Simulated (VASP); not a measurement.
# Al3C4 (P4/mmm) in VASP: a series of runs, part 2 of 2

VASP 6.6.1. Earlier steps stand in the parts before.

## Step 4: Relaxation of cell and atoms, PBE

This run uses another cell than the first one, of 12.42 Å³/atom.

Input file INCAR:

```
SYSTEM = Al3C4
PREC     = Accurate       ! precision mode
ENCUT    = 600            ! plane-wave cutoff, eV
EDIFF    = 1E-6           ! SCF threshold, eV
ISMEAR   = 0              ! smearing method
SIGMA    = 0.1            ! smearing width, eV
LREAL    = .False.        ! projectors in reciprocal space
LASPH    = .True.         ! aspherical terms in the spheres
NELM     = 80             ! most SCF steps
ALGO     = Normal         ! electronic algorithm
ISIF     = 3              ! what is computed and relaxed
LWAVE    = .False.        ! write WAVECAR
LCHARG   = .False.        ! write CHGCAR
GGA      = PE             ! functional
IBRION   = 2              ! ionic algorithm
NSW      = 90             ! ionic steps
EDIFFG   = -0.04          ! ionic threshold
```

Input file KPOINTS:

```
regular mesh
0
Gamma
  4 4 4
  0 0 0
```

Input file POSCAR:

```
Al3C4
1.0
    3.9112435800      0.0000000000      0.0000000000
    0.0000000000      3.9112435800      0.0000000000
    0.0000000000      0.0000000000      5.6853657000
Al C
3 4
Direct
    0.0000000000      0.0000000000      0.2387065300
    0.0000000000      0.0000000000      0.7612934700
    0.5000000000      0.5000000000      0.0000000000
    0.3176324500      0.3176324500      0.5000000000
    0.6823675500      0.6823675500      0.5000000000
    0.6823675500      0.3176324500      0.5000000000
    0.3176324500      0.6823675500      0.5000000000
```

Potentials or basis: VASP PAW PBE potentials, release 64 (Al, C).

On the command line:

```bash
> cat potpaw_PBE.64/Al/POTCAR potpaw_PBE.64/C/POTCAR > POTCAR
> mpirun -np 1 vasp_std > vasp.out
```

OUTCAR:

```text
SYSTEM = Al3C4
   PREC = Accurate
   ENCUT = 600
   EDIFF = 1E-6
   ISMEAR = 0
   LREAL = .False.
   LASPH = .True.
   NELM = 80
   ISIF = 3
   GGA = PE
   IBRION = 2
   NSW = 90
   EDIFFG = -0.04

 ion  position               nearest neighbor table
   1  0.000  0.000  0.239-   4 2.30   5 2.30   6 2.30   7 2.30   2 2.71   2 2.97   3 3.08   3 3.08
                             3 3.08   3 3.08
   2  0.000  0.000  0.761-   4 2.30   5 2.30   6 2.30   7 2.30   1 2.71   1 2.97   3 3.08   3 3.08
                             3 3.08   3 3.08
   3  0.500  0.500  0.000-   1 3.08   2 3.08   1 3.08   2 3.08   1 3.08   2 3.08   1 3.08   2 3.08

   4  0.318  0.318  0.500-   6 1.43   7 1.43   5 2.02   2 2.30   1 2.30
   5  0.682  0.682  0.500-   6 1.43   7 1.43   4 2.02   2 2.30   1 2.30
   6  0.682  0.318  0.500-   4 1.43   5 1.43   7 2.02   2 2.30   1 2.30
   7  0.318  0.682  0.500-   4 1.43   5 1.43   6 2.02   2 2.30   1 2.30

  LATTYP: Found a simple tetragonal cell.
 ALAT       =     3.9112435800
 C/A-ratio  =     1.4535954061

  Lattice vectors:

 A1 = (   3.9112435800,   0.0000000000,   0.0000000000)
 A2 = (   0.0000000000,   3.9112435800,   0.0000000000)
 A3 = (   0.0000000000,   0.0000000000,   5.6853657000)

Analysis of symmetry for initial positions (statically):
[... 181 lines left out ...]

  FORCE on cell =-STRESS in cart. coord.  units (eV):
  Direction    XX          YY          ZZ          XY          YZ          ZX
  --------------------------------------------------------------------------------------
  -------------------------------------------------------------------------------------
  Total        2.8606775      2.8606775     -9.2911553      0.0000000      0.0000000      0.0000000
  in kB       52.6976630     52.6976630   -171.1560172      0.0000000      0.0000000      0.0000000
  external PRESSURE =     -21.9202304 kB  Pullay stress =       0.0000000 kB
[... 104 lines left out ...]
  FREE ENERGIE OF THE ION-ELECTRON SYSTEM (eV)
  ---------------------------------------------------
  free  energy   TOTEN  =       -40.9716231535 eV

  energy  without entropy=      -40.9585711317  energy(sigma->0) =      -40.96509714

[... ionic steps 4 to 12 ...]

--------------------------------------- Ionic step       13  -------------------------------------------

 number of electron      25.0000004 magnetization

------------------------ aborting loop because EDIFF is reached ----------------------------------------
[... 77 lines left out ...]
--------------------------------------- Ionic step       15  -------------------------------------------

 number of electron      25.0000004 magnetization

 Free energy of the ion-electron system (eV)
  ---------------------------------------------------
  ext. energy  EPLUGINS =         0.00000000
  ---------------------------------------------------
  free energy    TOTEN  =       -41.87827051 eV

  energy without entropy =      -41.86142560  energy(sigma->0) =      -41.86984805

 E-fermi :   6.7400     XC(G=0): -10.5333

 val. band max:        6.7321855794   @ k =   0.5000   0.0000   0.5000
 cond. band min:       6.7650758932   @ k =   0.5000   0.2500   0.2500
 fundamental gap:      0.0328903138
 Fermi energy:         6.7399869152

 k-point     1 :       0.0000    0.0000    0.0000
  band No.  band energies     occupation
      1     -11.3029      2.00000
      2      -3.3832      2.00000
      3      -3.3832      2.00000
      4      -3.1848      2.00000
      5      -0.7741      2.00000
      6      -0.0536      2.00000
[... 365 lines left out ...]
  FREE ENERGIE OF THE ION-ELECTRON SYSTEM (eV)
  ---------------------------------------------------
  free  energy   TOTEN  =       -41.8782705139 eV

  energy  without entropy=      -41.8614255955  energy(sigma->0) =      -41.86984805

 reached required accuracy - stopping structural energy minimisation
```

CONTCAR:

```text
Al3C4
   1.00000000000000
     4.1396152352663558   -0.0000000000000000   -0.0000000000000000
     0.0000000000000000    4.1396152352663558   -0.0000000000000000
    -0.0000000000000000   -0.0000000000000000    4.7789923938683287
  Al              C
     3     4
Direct
     0.0000000000000000    0.0000000000000000    0.2598245940776164
     0.0000000000000000    0.0000000000000000    0.7401754059223835
     0.5000000000000000    0.5000000000000000    0.0000000000000000
     0.3201362040416894    0.3201362040416894    0.5000000000000000
     0.6798637959583103    0.6798637959583103    0.5000000000000000
     0.6798637959583103    0.3201362040416894    0.5000000000000000
     0.3201362040416894    0.6798637959583103    0.5000000000000000

  0.00000000E+00  0.00000000E+00  0.00000000E+00
  0.00000000E+00  0.00000000E+00  0.00000000E+00
  0.00000000E+00  0.00000000E+00  0.00000000E+00
  0.00000000E+00  0.00000000E+00  0.00000000E+00
  0.00000000E+00  0.00000000E+00  0.00000000E+00
  0.00000000E+00  0.00000000E+00  0.00000000E+00
  0.00000000E+00  0.00000000E+00  0.00000000E+00
```

Wall time 1.9 min (1 thread of AMD EPYC 9R45 (Zen 5), shared host); peak memory 0.19 GiB.

What came out:

```yaml
Free_energy: -41.8783 eV
Relaxed_volume: 11.70 Å³/atom
Relaxed_cell: a = 4.140 Å, b = 4.140 Å, c = 4.779 Å, α = 90.00°, β = 90.00°, γ = 90.00°
Space_group_after_relaxing_to_0.1_Å: P4/mmm (No. 123)
Energy_gained_by_relaxing: 190.1 meV/atom
Ionic_steps: 15
Pressure_after_relaxing: 0.0 GPa
Largest_force_after_relaxing: 0.006 eV/Å
```

Forces in eV/Å, atoms in the order of the input:
```
Al   0.000  0.000  0.004
Al   0.000  0.000 -0.004
Al   0.000  0.000  0.000
C    0.004  0.004  0.000
C   -0.004 -0.004  0.000
C   -0.004  0.004  0.000
C    0.004 -0.004  0.000
```

Stress tensor (GPa, compression positive):
```
-0.03  0.00  0.00
 0.00 -0.03  0.00
 0.00  0.00  0.09
```

Step by step:
| step | energy change (eV) | largest force (eV/Å) | pressure (GPa) | volume (Å³) |
| --- | --- | --- | --- | --- |
| 1 | 0.0000 | 2.6792 | -2.19 | 86.97 |
| 2 | 0.3626 | 4.7283 | -10.61 | 84.65 |
| 3 | -0.4237 | 1.1599 | -9.09 | 86.09 |
| 4 | -0.7938 | 1.4877 | 5.50 | 77.84 |
| 5 | -0.8035 | 1.4094 | 3.17 | 78.90 |
| 6 | -1.0090 | 1.8411 | 9.99 | 77.83 |
| 7 | -1.0358 | 1.0121 | 8.11 | 78.08 |
| 8 | -1.2326 | 0.6612 | 4.27 | 79.86 |
| 9 | -1.3234 | 0.3687 | 1.02 | 81.58 |
| 10 | -1.3255 | 0.2212 | -0.11 | 82.15 |
| 11 | -1.3271 | 0.2742 | 0.39 | 81.90 |
| 12 | -1.3271 | 0.2566 | 0.25 | 81.97 |
| 13 | -1.3300 | 0.1021 | -0.26 | 81.95 |
| 14 | -1.3302 | 0.0578 | -0.15 | 81.95 |
| 15 | -1.3304 | 0.0061 | 0.01 | 81.89 |

Final structure:
```cif
data_structure
_symmetry_space_group_name_H-M 'P 1'
_symmetry_Int_Tables_number 1
_cell_length_a 4.1396
_cell_length_b 4.1396
_cell_length_c 4.7790
_cell_angle_alpha 90.000
_cell_angle_beta 90.000
_cell_angle_gamma 90.000
_cell_volume 81.89
loop_
_atom_site_label
_atom_site_type_symbol
_atom_site_fract_x
_atom_site_fract_y
_atom_site_fract_z
_atom_site_occupancy
Al1 Al 0.00000 0.00000 0.25982 1
Al2 Al 0.00000 0.00000 0.74018 1
Al3 Al 0.50000 0.50000 0.00000 1
C1 C 0.32014 0.32014 0.50000 1
C2 C 0.67986 0.67986 0.50000 1
C3 C 0.67986 0.32014 0.50000 1
C4 C 0.32014 0.67986 0.50000 1
```

Caveat: the k points lie up to 0.38 Å⁻¹ apart in the final cell; the highest band is partly filled, so the run has too few bands; a cell axis changed by over 15 % at a fixed basis, so the end point is rough.

## Step 5: Single point, PBE, collinear spin

Input file INCAR:

```
PREC = Accurate
ENCUT = 520
EDIFF = 1E-6
ISMEAR = 0
SIGMA = 0.1
LREAL = F
LASPH = T
NELM = 150
ALGO = Normal
ISIF = 2
LWAVE = F
LCHARG = F
ISPIN = 2
MAGMOM = 0 0 0 1 1 1 1
LORBIT = 11
GGA = PE
NBANDS = 26
```

Input file KPOINTS:

```
Automatic mesh
0
Gamma
  4 4 4
```

Input file POSCAR:

```
Al3C4
1.0
    4.1396000705      0.0000000000      0.0000000000
    0.0000000000      4.1396000705      0.0000000000
    0.0000000000      0.0000000000      4.7833101915
Al C
3 4
Direct
    0.0000000000      0.0000000000      0.2599463490
    0.0000000000      0.0000000000      0.7400536510
    0.5000000000      0.5000000000      0.0000000000
    0.3203806562      0.3203806562      0.5000000000
    0.6796193438      0.6796193438      0.5000000000
    0.6796193438      0.3203806562      0.5000000000
    0.3203806562      0.6796193438      0.5000000000
```

On the command line:

```bash
> cat potpaw_PBE.64/Al/POTCAR potpaw_PBE.64/C/POTCAR > POTCAR
> mpirun -np 1 vasp_std > vasp.out
```

Run time: 33 s. Hardware: 1 thread of AMD EPYC 9R45 (Zen 5), shared host; peak memory 0.2 GiB.

Results (log left out):

```
Free energy                                           : -41.8702 eV
Pressure                                              : 0.2 GPa
Largest force                                         : 0.089 eV/Å
Net moment                                            : 0.00 μB per cell
Valence electrons inside the program's atomic spheres : Al 0.77, 0.68 (each value once); C 2.46
```

Forces in eV/Å, atoms in the order of the input:
```
Al   0.000  0.000  0.000
Al   0.000  0.000  0.000
Al   0.000  0.000  0.000
C   -0.063 -0.063  0.000
C    0.063  0.063  0.000
C    0.063 -0.063  0.000
C   -0.063  0.063  0.000
```

Stress tensor (GPa, compression positive):
```
 0.33  0.00  0.00
 0.00  0.33  0.00
 0.00  0.00 -0.08
```

Levels at points of the mesh, in eV from the Fermi level:
Spin up:
```csv
k point,band 9,band 10,band 11,band 12,band 13,band 14,band 15,band 16
"(0.00, 0.00, 0.00)",-3.07,-2.60,-1.13,-1.13,0.26,1.83,1.83,2.68
"(0.50, 0.00, 0.00)",-3.72,-3.62,-3.09,-0.40,0.71,2.35,3.63,3.70
"(0.50, 0.50, 0.00)",-2.35,-2.35,-1.98,-1.98,-1.51,-0.82,-0.21,-0.21
"(0.00, 0.00, 0.50)",-2.94,-2.53,-2.33,-2.33,0.93,2.07,3.16,3.86
"(0.50, 0.00, 0.50)",-3.89,-1.26,-0.58,-0.01,0.60,0.89,3.50,3.58
"(0.50, 0.50, 0.50)",-3.93,-2.85,-1.28,-1.28,0.87,2.76,2.76,3.12
```
Spin down:
```
           k point  band 10  band 11  band 12  band 13  band 14  band 15
(0.00, 0.00, 0.00)    -2.60    -1.13    -1.13     0.26     1.83     1.83
(0.50, 0.00, 0.00)    -3.62    -3.09    -0.40     0.71     2.35     3.63
(0.50, 0.50, 0.00)    -2.35    -1.98    -1.98    -1.51    -0.82    -0.21
(0.00, 0.00, 0.50)    -2.53    -2.33    -2.33     0.93     2.07     3.16
(0.50, 0.00, 0.50)    -1.26    -0.58    -0.01     0.60     0.89     3.50
(0.50, 0.50, 0.50)    -2.85    -1.28    -1.28     0.87     2.76     2.76
```

Caveat: the k points lie up to 0.38 Å⁻¹ apart.

## Step 6: Single point, PBE

This run uses another cell than the first one, of the same volume but with other edges.

Input file INCAR:

```
SYSTEM = Al3C4
ALGO = Normal
EDIFF = 1E-6
ENCUT = 520
GGA = PE
ISIF = 2
ISMEAR = 0
LASPH = .TRUE.
LCHARG = .FALSE.
LREAL = .FALSE.
LWAVE = .FALSE.
NBANDS = 22
NELM = 80
PREC = Accurate
SIGMA = 0.1
```

Input file KPOINTS:

```
k-points
0
G
  10 10 8
  0 0 0
```

Input file POSCAR:

```
Al3C4
1.0
    4.0889974779      0.0000000000      0.0000000000
    0.0000000000      4.0889974779      0.0000000000
    0.0000000000      0.0000000000      4.9038085293
Al C
3 4
Direct
    0.0000000000      0.0000000000      0.2599071012
    0.0000000000      0.0000000000      0.7400928988
    0.5000000000      0.5000000000      0.0000000000
    0.3189945136      0.3189945136      0.5000000000
    0.6810054864      0.6810054864      0.5000000000
    0.6810054864      0.3189945136      0.5000000000
    0.3189945136      0.6810054864      0.5000000000
```

Potentials or basis: VASP PAW PBE potentials, release 64 (Al, C).

On the command line:

```bash
> cat potpaw_PBE.64/Al/POTCAR potpaw_PBE.64/C/POTCAR > POTCAR
> mpirun -np 1 vasp_std > vasp.out
```

Run time: 59 s. Hardware: 1 thread of AMD EPYC 9R45 (Zen 5), shared host; peak memory 0.24 GiB.

It converged, with:

| Property | Result |
| --- | --- |
| Free energy | -41.9644 eV |
| Pressure | 0.2 GPa |
| Largest force | 0.089 eV/Å |
| Band gap on the k mesh | zero (an odd number of electrons rules out a gap without spin polarisation) |

Forces on the atoms (eV/Å):
```
Al   0.000  0.000 -0.001
Al   0.000  0.000  0.001
Al   0.000  0.000  0.000
C   -0.063 -0.063  0.000
C    0.063  0.063  0.000
C    0.063 -0.063  0.000
C   -0.063  0.063  0.000
```

Stress tensor (GPa, compression positive):
```
 0.29  0.00  0.00
 0.00  0.29  0.00
 0.00  0.00 -0.09
```

Levels at points of the mesh, in eV from the Fermi level:
| k point | band 9 | band 10 | band 11 | band 12 | band 13 | band 14 | band 15 | band 16 |
| --- | --- | --- | --- | --- | --- | --- | --- | --- |
| (0.00, 0.00, 0.00) | -3.06 | -2.42 | -1.15 | -1.15 | 0.48 | 1.80 | 1.80 | 2.56 |
| (0.50, 0.00, 0.00) | -3.85 | -3.82 | -3.17 | -0.34 | 0.85 | 2.29 | 3.73 | 3.79 |
| (0.50, 0.50, 0.00) | -2.46 | -2.46 | -1.97 | -1.97 | -1.52 | -1.03 | -0.28 | -0.28 |
| (0.00, 0.00, 0.50) | -2.95 | -2.36 | -2.21 | -2.21 | 0.81 | 1.54 | 3.19 | 4.02 |
| (0.50, 0.00, 0.50) | -3.86 | -1.09 | -0.92 | -0.09 | 0.72 | 1.02 | 3.07 | 3.69 |
| (0.50, 0.50, 0.50) | -3.92 | -2.75 | -1.20 | -1.20 | 0.52 | 2.45 | 2.45 | 2.89 |

## Step 7: Overview

| task | spin | cell | k mesh | cutoff (eV) | gap on the mesh (eV) | pressure (GPa) | largest force (eV/Å) |
| --- | --- | --- | --- | --- | --- | --- | --- |
| single point | off | a = 4.140, b = 4.140, c = 4.783 Å, 7 atoms, atomic positions A | 4 × 4 × 4 | 520 | none | 0.2 | 0.09 |
| single point | off | a = 3.911, b = 3.911, c = 5.685 Å, 7 atoms, atomic positions B | 4 × 4 × 4 | 520 | none | -2.1 | 2.68 |
| relaxation of cell and atoms | off | relaxed from a = 3.911, b = 3.911, c = 5.685 Å, 7 atoms, atomic positions B | 4 × 4 × 4 | 600 | - | 0.0 | 0.01 |
| single point | collinear | a = 4.140, b = 4.140, c = 4.783 Å, 7 atoms, atomic positions A | 4 × 4 × 4 | 520 | none | 0.2 | 0.09 |
| single point | off | a = 4.089, b = 4.089, c = 4.904 Å, 7 atoms, atomic positions A | 10 × 10 × 8 | 520 | none | 0.2 | 0.09 |

Alike in all rows: level PBE; potentials or basis VASP PAW PBE potentials, release 64 (Al, C); smearing gaussian 0.1 eV.

Caveats: some runs use coarse meshes; forces of over 1 eV/Å act on the atoms, so gaps and moduli don't describe the material at rest (at least some runs); the highest band is partly filled, so the run has too few bands (at least some runs); a cell axis changed by over 15 % at a fixed basis, so the end point is rough (at least some runs).

Absolute energies hang on the potentials; compare differences alone.
